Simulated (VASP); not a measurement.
# SnO (P4/nmm) in VASP: single point with PBE

Aim: the single point of SnO with PBE.

Program: VASP 6.6.1. These are calculated values, not measurements. Logs are shortened: lines on timing, memory, paths and dates and some standing lists are left out, and cuts for length are marked.

### Step 1. The cell of the first run

The structure is tetragonal, space group P4/nmm (No. 129). Conventional cell: a = 3.869 Å, b = 3.869 Å, c = 5.066 Å, α = 90.00°, β = 90.00°, γ = 90.00°. Within 3.0 Å of Sn (site symmetry 4mm) lie 4 O at 2.25 Å. O (site symmetry -4m2) has 4 Sn at 2.25 Å and 4 O at 2.74 Å within 3.0 Å.

### Step 2. Single point, PBE

INCAR reads:

```
SYSTEM = SnO
PREC = Accurate
ENCUT = 520
EDIFF = 1E-7
ISMEAR = 0
SIGMA = 0.1
LREAL = .False.
LASPH = .True.
NELM = 80
ALGO = Normal
ISIF = 2
LWAVE = .False.
LCHARG = .False.
GGA = PE
NBANDS = 28
```

KPOINTS reads:

```
Automatic mesh
0
Gamma
  12 12 10
  0 0 0
```

POSCAR reads:

```
SnO
1.0
    3.8685892662      0.0000000000      0.0000000000
    0.0000000000      3.8685892662      0.0000000000
    0.0000000000      0.0000000000      5.0662114464
Sn O
2 2
Direct
    0.5000000000      0.0000000000      0.2287524908
    0.0000000000      0.5000000000      0.7712475092
    0.0000000000      0.0000000000      0.0000000000
    0.5000000000      0.5000000000      0.0000000000
```

Potentials or basis: VASP PAW PBE potentials, release 64 (Sn_d, O).

On the command line:

```
$ cat potpaw_PBE.64/Sn_d/POTCAR potpaw_PBE.64/O/POTCAR > POTCAR
$ mpirun -np 1 vasp_std > vasp.out
```

OUTCAR:

```text
SYSTEM = SnO
   PREC = Accurate
   ENCUT = 520
   EDIFF = 1E-7
   ISMEAR = 0
   LREAL = .False.
   LASPH = .True.
   NELM = 80
   ISIF = 2
   GGA = PE

 ion  position               nearest neighbor table
   1  0.500  0.000  0.229-   3 2.25   4 2.25   4 2.25   3 2.25   2 3.59   2 3.59   2 3.59   2 3.59

   2  0.000  0.500  0.771-   3 2.25   4 2.25   3 2.25   4 2.25   1 3.59   1 3.59   1 3.59   1 3.59

   3  0.000  0.000  0.000-   1 2.25   2 2.25   2 2.25   1 2.25
   4  0.500  0.500  0.000-   1 2.25   2 2.25   1 2.25   2 2.25

  LATTYP: Found a simple tetragonal cell.
 ALAT       =     3.8685892662
 C/A-ratio  =     1.3095759456

  Lattice vectors:

 A1 = (   3.8685892662,   0.0000000000,   0.0000000000)
 A2 = (   0.0000000000,   3.8685892662,   0.0000000000)
 A3 = (   0.0000000000,   0.0000000000,   5.0662114464)

Analysis of symmetry for initial positions (statically):
=====================================================================
 Subroutine PRICEL returns:
 Original cell was already a primitive cell.

 Routine SETGRP: Setting up the symmetry group for a
 simple tetragonal supercell.

 Subroutine GETGRP returns: Found 16 space group operations
 (whereof  8 operations were pure point group operations)
 out of a pool of 16 trial point group operations.

The static configuration has the point symmetry D_2d.
 The point group associated with its full space group is D_4h.

Analysis of symmetry for dynamics (positions and initial velocities):
=====================================================================
 Subroutine PRICEL returns:
 Original cell was already a primitive cell.

 Routine SETGRP: Setting up the symmetry group for a
 simple tetragonal supercell.

 Subroutine GETGRP returns: Found 16 space group operations
 (whereof  8 operations were pure point group operations)
 out of a pool of 16 trial point group operations.

The dynamic configuration has the point symmetry D_2d.
 The point group associated with its full space group is D_4h.

 Subroutine INISYM returns: Found 16 space group operations
 (whereof  8 operations are pure point group operations),
 and found     1 'primitive' translations

----------------------------------------------------------------------------------------

                                     Primitive cell

  volume of cell :      75.8208

  direct lattice vectors                    reciprocal lattice vectors
     3.868589266  0.000000000  0.000000000     0.258492161  0.000000000  0.000000000
     0.000000000  3.868589266  0.000000000     0.000000000  0.258492161  0.000000000
     0.000000000  0.000000000  5.066211446     0.000000000  0.000000000  0.197386155

  length of vectors
     3.868589266  3.868589266  5.066211446     0.258492161  0.258492161  0.197386155

  position of ions in fractional coordinates (direct lattice)
     0.500000000  0.000000000  0.228752491
     0.000000000  0.500000000  0.771247509
     0.000000000  0.000000000  0.000000000
     0.500000000  0.500000000  0.000000000

  ion indices of the primitive-cell ions
   primitive index   ion index
                 1           1
                 2           2
                 3           3
                 4           4

----------------------------------------------------------------------------------------

 KPOINTS: Automatic mesh

Automatic generation of k-mesh.
 Grid dimensions read from file:
 generate k-points for:   12   12   10

 Generating k-lattice:

  Cartesian coordinates                     Fractional coordinates (reciprocal lattice)
     0.021541013  0.000000000  0.000000000     0.083333333  0.000000000  0.000000000
     0.000000000  0.021541013  0.000000000     0.000000000  0.083333333  0.000000000
     0.000000000  0.000000000  0.019738616     0.000000000  0.000000000  0.100000000

  Length of vectors
     0.021541013  0.021541013  0.019738616

  Shift w.r.t. Gamma in fractional coordinates (k-lattice)
     0.000000000  0.000000000  0.000000000

 Subroutine IBZKPT returns following result:
 ===========================================

 Found    168 irreducible k-points:

 Following reciprocal coordinates:
            Coordinates               Weight
  0.000000  0.000000  0.000000      1.000000
  0.083333  0.000000  0.000000      4.000000
  0.166667  0.000000  0.000000      4.000000
  0.250000  0.000000  0.000000      4.000000
  0.333333  0.000000  0.000000      4.000000
  0.416667  0.000000  0.000000      4.000000
[... 16 lines left out ...]
  0.333333  0.333333  0.000000      4.000000
  0.416667  0.333333  0.000000      8.000000
 [... further k-points ...]
   k-points           NKPTS =    168   k-points in BZ     NKDIM =    168   number of bands    NBANDS=     28
   number of dos      NEDOS =    301   number of ions     NIONS =      4
   total plane-waves  NPLWV =  36000
   dimension x,y,z NGX =    30 NGY =   30 NGZ =   40
   dimension x,y,z NGXF=    60 NGYF=   60 NGZF=   80
   ions per type =               2   2
   NGX,Y,Z   is equivalent  to a cutoff of  12.89, 12.89, 13.13 a.u.
   NGXF,Y,Z  is equivalent  to a cutoff of  25.78, 25.78, 26.25 a.u.
 SYSTEM =  SnO
   PREC   = accura    normal or accurate (medium, high low for compatibility)
   ISTART =      0    job   : 0-new  1-cont  2-samecut
   ICHARG =      2    charge: 1-file 2-atom 10-const
   ISPIN  =      1    spin polarized calculation?
   LNONCOLLINEAR =      F non collinear calculations
   LSORBIT =      F    spin-orbit coupling
   LASPH  =      T    aspherical Exc in radial PAW
   ENCUT  =  520.0 eV  38.22 Ry    6.18 a.u.   7.19  7.19  9.42*2*pi/ulx,y,z
   NELM   =     80;   NELMIN=  2; NELMDL= -5     # of ELM steps
   EDIFF  = 0.1E-06   stopping-criterion for ELM
   LREAL  =      F    real-space projection
   EDIFFG = 0.1E-05   stopping-criterion for IOM
   NSW    =      0    number of steps for IOM
   IBRION =     -1    ionic relax: 0-MD 1-quasi-New 2-CG
   NFREE  =      0    steps in history (QN), initial steepest desc. (CG)
   ISIF   =      2    stress and relaxation
   ISYM   =      2    0-nonsym 1-usesym 2-fastsym
   POTIM  = 0.5000    time-step for ionic-motion
   TEBEG  =    0.0;   TEEND  =   0.0 temperature during run
   PSTRESS=    0.0 pullay stress
   NELECT =      40.0000    total number of electrons
   NUPDOWN=      -1.0000    fix difference up-down
   EMIN   =  10.00;   EMAX   =-10.00  energy-range for DOS
   EFERMI =   0.00;   METHOD = LEGACY
   ISMEAR =     0;   SIGMA  =   0.10  broadening in eV -4-tet -1-fermi 0-gaus
   EFERMI_NEDOS =   21; number of points for ismear=-14 and -15
   IALGO  =     38    algorithm
   IMIX   =      4    mixing-type and parameters
     AMIX     =   0.40;   BMIX     =  1.00
     AMIX_MAG =   1.60;   BMIX_MAG =  1.00
  volume/ion in A,a.u.               =      18.96       127.92
  Fermi-wavevector in a.u.,A,eV,Ry     =   1.322814  2.499755 23.807961  1.749836
  Thomas-Fermi vector in A             =   2.452467
   LORBIT       =      0    0 simple, 1 ext, 2 COOP (PROOUT), +10 PAW based schemes
   GGA     = PE    functional components
   LHFCALC =     F    Hartree Fock is set to
   AEXX    =    0.0000 exact exchange contribution
   IVDW    =     0    specifies the selected vdW correction
   LEPSILON=     F    determine dielectric tensor
   LRPA    =     F    only Hartree local field effects (RPA)
 non-spin polarized calculation
 Gauss-broadening in eV      SIGMA  =   0.10
  energy-cutoff  :      520.00
  volume of cell :       75.82
 maximum number of plane-waves:      2064
 NGX is ok and might be reduce to    30
   NGX = 15   NGY = 15   NGZ = 19

 number of electron      39.9999994 magnetization

 Free energy of the ion-electron system (eV)
  ---------------------------------------------------
  ext. energy  EPLUGINS =         0.00000000
  ---------------------------------------------------
  free energy    TOTEN  =       -22.72594419 eV

  energy without entropy =      -22.72594364  energy(sigma->0) =      -22.72594391

 E-fermi :   6.3999     XC(G=0):  -9.8217

 val. band max:        6.1347343182   @ k =   0.0833   0.0000   0.0000
 cond. band min:       6.6387385036   @ k =   0.5000   0.5000   0.0000
 fundamental gap:      0.5040041855
 Fermi energy:         6.3999172360

 k-point     1 :       0.0000    0.0000    0.0000
  band No.  band energies     occupation
      1     -15.6089      2.00000
      2     -15.2449      2.00000
      3     -15.2401      2.00000
      4     -15.2401      2.00000
      5     -15.2108      2.00000
      6     -15.1962      2.00000
[... 20 lines left out ...]
     27      13.0873      0.00000
     28      13.5948      0.00000

 k-point     2 :       0.0833    0.0000    0.0000
  band No.  band energies     occupation
      1     -15.6053      2.00000
      2     -15.2438      2.00000
      3     -15.2392      2.00000
      4     -15.2390      2.00000
      5     -15.2116      2.00000
      6     -15.1942      2.00000
[... 20 lines left out ...]
     27      13.2373      0.00000
     28      14.1269      0.00000

 k-point     3 :       0.1667    0.0000    0.0000
  band No.  band energies     occupation
      1     -15.5949      2.00000
      2     -15.2540      2.00000
      3     -15.2365      2.00000
      4     -15.2355      2.00000
      5     -15.2137      2.00000
      6     -15.2103      2.00000
[... 20 lines left out ...]
     27      13.3942      0.00000
     28      15.3056      0.00000

 k-point     4 :       0.2500    0.0000    0.0000
  band No.  band energies     occupation
      1     -15.5784      2.00000
      2     -15.3089      2.00000
      3     -15.2329      2.00000
      4     -15.2299      2.00000
      5     -15.2166      2.00000
      6     -15.2130      2.00000
[... 578 lines left out ...]
     27      13.7399      0.00000
     28      13.7399      0.00000

 k-point    23 :       0.3333    0.3333    0.0000
  band No.  band energies     occupation
      1     -15.5512      2.00000
      2     -15.4741      2.00000
      3     -15.2200      2.00000
      4     -15.2195      2.00000
      5     -15.2187      2.00000
      6     -15.2052      2.00000
[... 20 lines left out ...]
     27      13.1445      0.00000
     28      14.0638      0.00000

 k-point    24 :       0.4167    0.3333    0.0000
  band No.  band energies     occupation
      1     -15.5440      2.00000
      2     -15.5057      2.00000
      3     -15.2224      2.00000
      4     -15.2216      2.00000
      5     -15.2097      2.00000
      6     -15.2013      2.00000
[... 20 lines left out ...]
     27      13.2444      0.00000
     28      13.6872      0.00000

 [... further k-points ...]
[... 5 lines left out ...]
  --------------------------------------------------------------------------------------
  -------------------------------------------------------------------------------------
  Total        0.0802791      0.0802791      0.1138692      0.0000000      0.0000000      0.0000000
  in kB        1.6963851      1.6963851      2.4061815      0.0000000      0.0000000      0.0000000
  external PRESSURE =       1.9329839 kB  Pullay stress =       0.0000000 kB

 VOLUME and BASIS-vectors are now :
 -----------------------------------------------------------------------------
  energy-cutoff  :      520.00
  volume of cell :       75.82
      direct lattice vectors                 reciprocal lattice vectors
     3.868589266  0.000000000  0.000000000     0.258492161  0.000000000  0.000000000
     0.000000000  3.868589266  0.000000000     0.000000000  0.258492161  0.000000000
     0.000000000  0.000000000  5.066211446     0.000000000  0.000000000  0.197386155

 POSITION                                       TOTAL-FORCE (eV/Angst)
 -----------------------------------------------------------------------------------
      1.93429      0.00000      1.15891         0.000000      0.000000      0.077028
      0.00000      1.93429      3.90730        -0.000000      0.000000     -0.077028
      0.00000      0.00000      0.00000         0.000000      0.000000      0.000000
      1.93429      1.93429      0.00000         0.000000     -0.000000      0.000000
 -----------------------------------------------------------------------------------
    total drift:                                0.000000      0.000000     -0.000000

  FREE ENERGIE OF THE ION-ELECTRON SYSTEM (eV)
  ---------------------------------------------------
  free  energy   TOTEN  =       -22.7259441894 eV

  energy  without entropy=      -22.7259436384  energy(sigma->0) =      -22.72594391
```

It took 3.3 min on 1 thread of AMD EPYC 9R45 (Zen 5), shared host; peak memory 0.36 GiB.

Results:

| Quantity | Value |
| --- | --- |
| Free energy | -22.7259 eV |
| Pressure | 0.2 GPa |
| Largest force | 0.077 eV/Å |
| Band gap on the k mesh | 0.50 eV (least direct gap 1.91 eV) |

Forces in eV/Å, atoms in the order of the input:
```
Sn   0.000  0.000  0.077
Sn   0.000  0.000 -0.077
O    0.000  0.000  0.000
O    0.000  0.000  0.000
```

Caveat: spin-orbit coupling is left out, which moves the levels of the heavy elements. A k mesh can miss the band edges.
